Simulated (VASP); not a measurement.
Input of a VASP 6.6.1 run:

Contents of INCAR:

```
SYSTEM = MoS2
ALGO = Normal
EDIFF = 1E-6
ENCUT = 520
GGA = PS
ISIF = 2
ISMEAR = -1
IVDW = 12
LASPH = .TRUE.
LCHARG = .FALSE.
LREAL = .FALSE.
LWAVE = .FALSE.
NBANDS = 35
NELM = 60
PREC = Accurate
SIGMA = 0.05
```

The input KPOINTS:

```
k-points
0
G
  10 10 3
  0 0 0
```

Contents of POSCAR:

```
MoS2
1.0
    3.1147454918      0.0000000000      0.0000000000
   -1.5573727459      2.6974487223      0.0000000000
    0.0000000000      0.0000000000     11.7932681975
Mo S
2 4
Direct
    0.6666666667      0.3333333333      0.7500000000
    0.3333333333      0.6666666667      0.2500000000
    0.6666666667      0.3333333333      0.3825234751
    0.3333333333      0.6666666667      0.8825234751
    0.6666666667      0.3333333333      0.1174765249
    0.3333333333      0.6666666667      0.6174765249
```

Potentials or basis: VASP PAW PBE potentials, release 64 (Mo_sv, S).

Run with:

```sh
$ cat potpaw_PBE.64/Mo_sv/POTCAR potpaw_PBE.64/S/POTCAR > POTCAR
$ mpirun -np 1 vasp_std > vasp.out
```

Question: What does it give for the dispersion energy per atom?

Answer: -0.398 eV.

Question: Estimate the band gap on the k mesh.

Answer: 0.64 eV, indirect (least direct gap 1.97 eV).

Stress tensor (GPa, compression positive):
```
-0.71  0.00  0.00
 0.00 -0.71  0.00
 0.00  0.00 -0.80
```

Caveat: three body term missing; the PAW data sets were made with another functional, which shifts forces and pressure a little.

**Measured values to compare with.**

“Multiwavelength excitation Raman Scattering Analysis of bulk and 2 dimensional MoS2: Vibrational properties of atomically thin MoS2 layers”, 2015, arxiv:1506.03228 reports, for a bulk crystal of MoS2 at 300 K: band gap 1.3 eV (indirect).

Measured gap of MoS2: 1.3 eV (indirect; 300 K; “Multiwavelength excitation Raman Scattering Analysis of bulk and 2 dimensional MoS2: Vibrational properties of atomically thin MoS2 layers”, 2015, arxiv:1506.03228). This calculation gives 0.64 eV (-0.66 eV). Spin-orbit coupling on Mo is left out. The value is that of PBEsol+D3(BJ) on a finite k mesh, which can miss the band edges, without temperature or zero-point motion. Semilocal functionals fall short of measured gaps as a rule.
